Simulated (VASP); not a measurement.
# Si (P1) in VASP: single point with r2SCAN

Aim: the single point of Si with r2SCAN.

Everything below comes from runs of VASP 6.6.1. Logs are shortened: lines on timing, memory, paths and dates and some standing lists are left out, and cuts for length are marked.

## (1) The cell of the first run

The typed cell holds 8 atoms: a = 5.426 Å, b = 5.045 Å, c = 5.415 Å, α = 84.85°, β = 88.24°, γ = 84.48°.

## (2) Single point, r2SCAN (atoms moved at random and the cell strained at random)

The input, POSCAR:

```
Si
1.0
    5.4194966628     -0.2501389470     -0.0779503424
    0.2501389470     -5.0336712456     -0.2329323689
    0.0779503424     -0.2329323689     -5.4091158475
Si
8
Direct
    0.4876465545      1.0538827380      0.9555015311
   -0.0018794382      0.4595015081      1.0081709907
    0.0044938809      1.0424706859      0.5332381308
    0.5101170481      0.5029493623      0.5086642500
    0.7015141821      0.7384882284      0.7448476004
    0.2862141841      0.2266214113      0.7689334824
    0.2446710792      0.7318356442      0.2717838564
    0.7672225093      0.2442504219      0.2088601582
```

The input, INCAR.step1:

```
  PREC = Accurate
  ENCUT = 520
  ISMEAR = 0
  SIGMA = 0.05
  LREAL = False
  LASPH = True
  NELM = 80
  NBANDS = 26
  GGA = PE
  ALGO = Normal
  EDIFF = 1E-4
  LWAVE = True
  LCHARG = False
```

The input, INCAR.step2:

```
  PREC = Accurate
  ENCUT = 520
  EDIFF = 1E-7
  ISMEAR = 0
  SIGMA = 0.05
  LREAL = False
  LASPH = True
  NELM = 80
  ALGO = Normal
  ISIF = 2
  LWAVE = False
  LCHARG = False
  METAGGA = R2SCAN
  LMIXTAU = True
  NBANDS = 26
  ISTART = 1
```

The input, KPOINTS:

```
regular mesh
0
Gamma
  6 6 6
```

Potentials or basis: VASP PAW PBE potentials, release 64 (Si).

Run with:

```console
cat potpaw_PBE.64/Si/POTCAR > POTCAR
cp INCAR.step1 INCAR
mpirun -np 1 vasp_std > vasp.out
cp INCAR.step2 INCAR
mpirun -np 1 vasp_std > vasp.out
```

OUTCAR:

```text
PREC = Accurate
   ENCUT = 520
   EDIFF = 1E-7
   ISMEAR = 0
   LREAL = False
   LASPH = True
   NELM = 80
   ISIF = 2
   METAGGA = R2SCAN
   ISTART = 1

 ion  position               nearest neighbor table
   1  0.488  0.054  0.956-   6 1.64   5 2.25   8 2.40   7 2.66
   2  0.998  0.460  0.008-   8 1.97   6 2.30   5 2.44   7 2.56
   3  0.004  0.042  0.533-   8 2.31   6 2.33   7 2.46   5 2.53
   4  0.510  0.503  0.509-   7 2.14   5 2.17   6 2.30   8 2.49
   5  0.702  0.738  0.745-   4 2.17   1 2.25   2 2.44   3 2.53
   6  0.286  0.227  0.769-   1 1.64   4 2.30   2 2.30   3 2.33
   7  0.245  0.732  0.272-   4 2.14   3 2.46   2 2.56   1 2.66
   8  0.767  0.244  0.209-   2 1.97   3 2.31   1 2.40   4 2.49

  LATTYP: Found a triclinic cell.
 ALAT       =     5.4258261884
 B/A-ratio  =     1.3908978704
 C/A-ratio  =     2.8987170055
 COS(alpha) =     0.0005097400
 COS(beta)  =     0.6802555764
 COS(gamma) =     0.6969230416

  Lattice vectors:

 A1 = (  -5.4194966628,   0.2501389470,   0.0779503424)
 A2 = (  -5.3415463204,   0.0172065781,  -5.3311655051)
 A3 = ( -10.7447550634,  -4.0675286138,  10.7412000109)

Analysis of symmetry for initial positions (statically):
=====================================================================
 Subroutine PRICEL returns:
 Original cell was already a primitive cell.

 Routine SETGRP: Setting up the symmetry group for a
 triclinic supercell.

 Subroutine GETGRP returns: Found  1 space group operations
 (whereof  1 operations were pure point group operations)
 out of a pool of  2 trial point group operations.

The static configuration has the point symmetry C_1 .

Analysis of symmetry for dynamics (positions and initial velocities):
=====================================================================
 Subroutine PRICEL returns:
 Original cell was already a primitive cell.

 Routine SETGRP: Setting up the symmetry group for a
 triclinic supercell.

 Subroutine GETGRP returns: Found  1 space group operations
 (whereof  1 operations were pure point group operations)
 out of a pool of  2 trial point group operations.

The dynamic configuration has the point symmetry C_1 .

 Subroutine INISYM returns: Found  1 space group operations
 (whereof  1 operations are pure point group operations),
 and found     1 'primitive' translations

----------------------------------------------------------------------------------------

                                     Primitive cell

  volume of cell :     146.9065

  direct lattice vectors                    reciprocal lattice vectors
     5.419496663 -0.250138947 -0.077950342     0.184971086  0.009086551  0.002274310
     0.250138947 -5.033671246 -0.232932369    -0.009086551 -0.199505199  0.008460333
     0.077950342 -0.232932369 -5.409115847    -0.002274310  0.008460333 -0.185270199

  length of vectors
     5.425826188  5.045262450  5.414690018     0.185208101  0.199891138  0.185477212

  position of ions in fractional coordinates (direct lattice)
     0.487646555  0.053882738  0.955501531
     0.998120562  0.459501508  0.008170991
     0.004493881  0.042470686  0.533238131
     0.510117048  0.502949362  0.508664250
     0.701514182  0.738488228  0.744847600
     0.286214184  0.226621411  0.768933482
     0.244671079  0.731835644  0.271783856
     0.767222509  0.244250422  0.208860158

  ion indices of the primitive-cell ions
   primitive index   ion index
                 1           1
                 2           2
                 3           3
                 4           4
                 5           5
                 6           6
                 7           7
                 8           8

----------------------------------------------------------------------------------------

 KPOINTS: regular mesh

Automatic generation of k-mesh.
 Grid dimensions read from file:
 generate k-points for:    6    6    6

 Generating k-lattice:

  Cartesian coordinates                     Fractional coordinates (reciprocal lattice)
     0.030828514  0.001514425  0.000379052     0.166666667  0.000000000  0.000000000
    -0.001514425 -0.033250867  0.001410055    -0.000000000  0.166666667 -0.000000000
    -0.000379052  0.001410055 -0.030878366     0.000000000  0.000000000  0.166666667

  Length of vectors
     0.030868017  0.033315190  0.030912869

  Shift w.r.t. Gamma in fractional coordinates (k-lattice)
     0.000000000  0.000000000  0.000000000

 Subroutine IBZKPT returns following result:
 ===========================================

 Found    112 irreducible k-points:

 Following reciprocal coordinates:
            Coordinates               Weight
  0.000000  0.000000  0.000000      1.000000
  0.166667  0.000000 -0.000000      2.000000
  0.333333  0.000000 -0.000000      2.000000
  0.500000 -0.000000 -0.000000      1.000000
  0.000000  0.166667  0.000000      2.000000
  0.166667  0.166667  0.000000      2.000000
[... 16 lines left out ...]
  0.333333  0.000000  0.166667      2.000000
  0.500000 -0.000000  0.166667      2.000000
 [... further k-points ...]
   k-points           NKPTS =    112   k-points in BZ     NKDIM =    112   number of bands    NBANDS=     26
   number of dos      NEDOS =    301   number of ions     NIONS =      8
   total plane-waves  NPLWV =  64000
   dimension x,y,z NGX =    40 NGY =   40 NGZ =   40
   dimension x,y,z NGXF=    80 NGYF=   80 NGZF=   80
   ions per type =               8
   NGX,Y,Z   is equivalent  to a cutoff of  12.26, 13.18, 12.28 a.u.
   NGXF,Y,Z  is equivalent  to a cutoff of  24.51, 26.36, 24.56 a.u.
 SYSTEM =  unknown system
   PREC   = accura    normal or accurate (medium, high low for compatibility)
   ISTART =      1    job   : 0-new  1-cont  2-samecut
   ICHARG =      0    charge: 1-file 2-atom 10-const
   ISPIN  =      1    spin polarized calculation?
   LNONCOLLINEAR =      F non collinear calculations
   LSORBIT =      F    spin-orbit coupling
   LASPH  =      T    aspherical Exc in radial PAW
   ENCUT  =  520.0 eV  38.22 Ry    6.18 a.u.  10.09  9.38 10.07*2*pi/ulx,y,z
   NELM   =     80;   NELMIN=  2; NELMDL=  0     # of ELM steps
   EDIFF  = 0.1E-06   stopping-criterion for ELM
   LREAL  =      F    real-space projection
   EDIFFG = 0.1E-05   stopping-criterion for IOM
   NSW    =      0    number of steps for IOM
   IBRION =     -1    ionic relax: 0-MD 1-quasi-New 2-CG
   NFREE  =      0    steps in history (QN), initial steepest desc. (CG)
   ISIF   =      2    stress and relaxation
   ISYM   =      2    0-nonsym 1-usesym 2-fastsym
   POTIM  = 0.5000    time-step for ionic-motion
   TEBEG  =    0.0;   TEEND  =   0.0 temperature during run
   PSTRESS=    0.0 pullay stress
   NELECT =      32.0000    total number of electrons
   NUPDOWN=      -1.0000    fix difference up-down
   EMIN   =  10.00;   EMAX   =-10.00  energy-range for DOS
   EFERMI =   0.00;   METHOD = LEGACY
   ISMEAR =     0;   SIGMA  =   0.05  broadening in eV -4-tet -1-fermi 0-gaus
   EFERMI_NEDOS =   21; number of points for ismear=-14 and -15
   IALGO  =     38    algorithm
   IMIX   =      4    mixing-type and parameters
     AMIX     =   0.40;   BMIX     =  1.00
     AMIX_MAG =   1.60;   BMIX_MAG =  1.00
  volume/ion in A,a.u.               =      18.36       123.92
  Fermi-wavevector in a.u.,A,eV,Ry     =   0.985019  1.861416 13.201215  0.970262
  Thomas-Fermi vector in A             =   2.116295
   LORBIT       =      0    0 simple, 1 ext, 2 COOP (PROOUT), +10 PAW based schemes
   METAGGA = R2SCAN    functional components
   LHFCALC =     F    Hartree Fock is set to
   AEXX    =    0.0000 exact exchange contribution
   IVDW    =     0    specifies the selected vdW correction
   LEPSILON=     F    determine dielectric tensor
   LRPA    =     F    only Hartree local field effects (RPA)
 non-spin polarized calculation
 Gauss-broadening in eV      SIGMA  =   0.05
  energy-cutoff  :      520.00
  volume of cell :      146.91
 maximum number of plane-waves:      3979
   NGX = 21   NGY = 19   NGZ = 21

 number of electron      31.9999999 magnetization

 Free energy of the ion-electron system (eV)
  ---------------------------------------------------
  ext. energy  EPLUGINS =         0.00000000
  ---------------------------------------------------
  free energy    TOTEN  =       -60.51212469 eV

  energy without entropy =      -60.51119479  energy(sigma->0) =      -60.51165974

 E-fermi :   6.7993     XC(G=0): -10.2197

 val. band max:        6.7840557821   @ k =   0.5000   0.5000   0.5000
 cond. band min:       6.8226039064   @ k =   0.3333   0.3333   0.0000
 fundamental gap:      0.0385481243
 Fermi energy:         6.7993030539

 k-point     1 :       0.0000    0.0000    0.0000
  band No.  band energies     occupation
      1      -6.9508      2.00000
      2      -3.4937      2.00000
      3      -2.7570      2.00000
      4      -1.9333      2.00000
      5      -1.3948      2.00000
      6      -1.0790      2.00000
[... 18 lines left out ...]
     25      10.5601      0.00000
     26      12.0084      0.00000

 k-point     2 :       0.1667    0.0000   -0.0000
  band No.  band energies     occupation
      1      -6.8326      2.00000
      2      -3.9709      2.00000
      3      -2.8089      2.00000
      4      -1.9542      2.00000
      5      -1.2750      2.00000
      6      -0.8653      2.00000
[... 18 lines left out ...]
     25      11.0358      0.00000
     26      12.1308      0.00000

 k-point     3 :       0.3333    0.0000   -0.0000
  band No.  band energies     occupation
      1      -6.5006      2.00000
      2      -4.8283      2.00000
      3      -2.7724      2.00000
      4      -1.8009      2.00000
      5      -1.2648      2.00000
      6      -0.7963      2.00000
[... 572 lines left out ...]
 k-point    23 :       0.3333    0.0000    0.1667
  band No.  band energies     occupation
      1      -6.4076      2.00000
      2      -4.7318      2.00000
      3      -3.2750      2.00000
      4      -2.2001      2.00000
      5      -0.8823      2.00000
      6      -0.3779      2.00000
[... 18 lines left out ...]
     25      11.2230      0.00000
     26      11.6585      0.00000

 k-point    24 :       0.5000   -0.0000    0.1667
  band No.  band energies     occupation
      1      -6.1057      2.00000
      2      -5.2283      2.00000
      3      -3.0957      2.00000
      4      -2.4420      2.00000
      5      -0.7385      2.00000
      6      -0.3774      2.00000
[... 18 lines left out ...]
     25      11.2841      0.00000
     26      11.9127      0.00000

 [... further k-points ...]

------------------------ aborting loop because EDIFF is reached ----------------------------------------

  FORCE on cell =-STRESS in cart. coord.  units (eV):
  Direction    XX          YY          ZZ          XY          YZ          ZX
  --------------------------------------------------------------------------------------
  -------------------------------------------------------------------------------------
  Total       25.8114285     19.9849827     21.5228950     15.2732532    -19.6753742    -14.4207366
  in kB      281.5020970    217.9582793    234.7309094    166.5716725   -214.5816564   -157.2740379
  external PRESSURE =     244.7304286 kB  Pullay stress =       0.0000000 kB

 VOLUME and BASIS-vectors are now :
 -----------------------------------------------------------------------------
  energy-cutoff  :      520.00
  volume of cell :      146.91
      direct lattice vectors                 reciprocal lattice vectors
     5.419496663 -0.250138947 -0.077950342     0.184971086  0.009086551  0.002274310
     0.250138947 -5.033671246 -0.232932369    -0.009086551 -0.199505199  0.008460333
     0.077950342 -0.232932369 -5.409115847    -0.002274310  0.008460333 -0.185270199

 POSITION                                       TOTAL-FORCE (eV/Angst)
 -----------------------------------------------------------------------------------
      2.73076     -0.61577     -5.21898        16.258879     13.990781    -17.712236
      5.52489     -2.56455     -0.22903         3.716851     -5.450836      2.916128
      0.07654     -0.33912     -2.89459        -0.581022      2.600655      0.800564
      2.93004     -2.77777     -2.90834         0.796768      1.941294      1.404998
      4.04464     -4.06628     -4.25567         3.473874     -1.167371     -0.853049
      1.66776     -1.39144     -4.23435       -17.388646    -12.559428     15.749277
      1.53024     -3.80833     -1.65965        -1.879050     -2.178295      1.941683
      4.23534     -1.47004     -1.24645        -4.397655      2.823200     -4.247364
 -----------------------------------------------------------------------------------
    total drift:                                0.000074     -0.000067      0.000196

  FREE ENERGIE OF THE ION-ELECTRON SYSTEM (eV)
  ---------------------------------------------------
  free  energy   TOTEN  =       -60.5121246943 eV

  energy  without entropy=      -60.5111947948  energy(sigma->0) =      -60.51165974
```

Wall time 11 min (1 thread of Intel Xeon 6975P-C (Granite Rapids), shared host); peak memory 0.43 GiB.

What came out:

```
Free energy            : -60.5121 eV
Pressure               : 24.5 GPa
Largest force          : 27.818 eV/Å
Band gap on the k mesh : zero (bands 16 and 17 overlap by 0.57 eV)
```

Forces on the atoms (eV/Å):
```
Si   16.259  13.991 -17.712
Si    3.717  -5.451   2.916
Si   -0.581   2.601   0.801
Si    0.797   1.941   1.405
Si    3.474  -1.167  -0.853
Si  -17.389 -12.559  15.749
Si   -1.879  -2.178   1.942
Si   -4.398   2.823  -4.247
```

Levels at points of the mesh, in eV from the Fermi level:
| k point | band 14 | band 15 | band 16 | band 17 | band 18 | band 19 |
| --- | --- | --- | --- | --- | --- | --- |
| (0.00, 0.00, 0.00) | -0.95 | -0.71 | -0.58 | 0.14 | 0.42 | 0.66 |
| (0.50, 0.00, 0.00) | -2.18 | -1.45 | -1.00 | 0.87 | 1.26 | 1.86 |
| (0.00, 0.50, 0.00) | -2.69 | -2.28 | -1.41 | 0.17 | 0.63 | 2.67 |
| (0.50, 0.50, 0.00) | -1.70 | -1.18 | -0.29 | 1.84 | 2.16 | 2.35 |
| (0.00, 0.00, 0.50) | -2.06 | -1.72 | -0.86 | 0.80 | 1.07 | 2.48 |
| (0.50, 0.00, 0.50) | -2.25 | -1.79 | -1.00 | 0.68 | 1.54 | 1.92 |
| (0.00, 0.50, 0.50) | -1.16 | -0.91 | -0.56 | 1.75 | 2.02 | 2.58 |
| (0.50, 0.50, 0.50) | -0.83 | -0.26 | -0.02 | 0.66 | 1.17 | 1.49 |

Caveat: the cell differs from its parent crystal (atoms moved at random and the cell strained at random); the stress differs along the axes, from 22 to 28 GPa; semilocal functionals underestimate gaps, and a narrow one can read as zero; the PAW data sets were made with another functional, which shifts forces and pressure a little.

The gap in the log of VASP goes by the Fermi energy; the results here count the filled bands.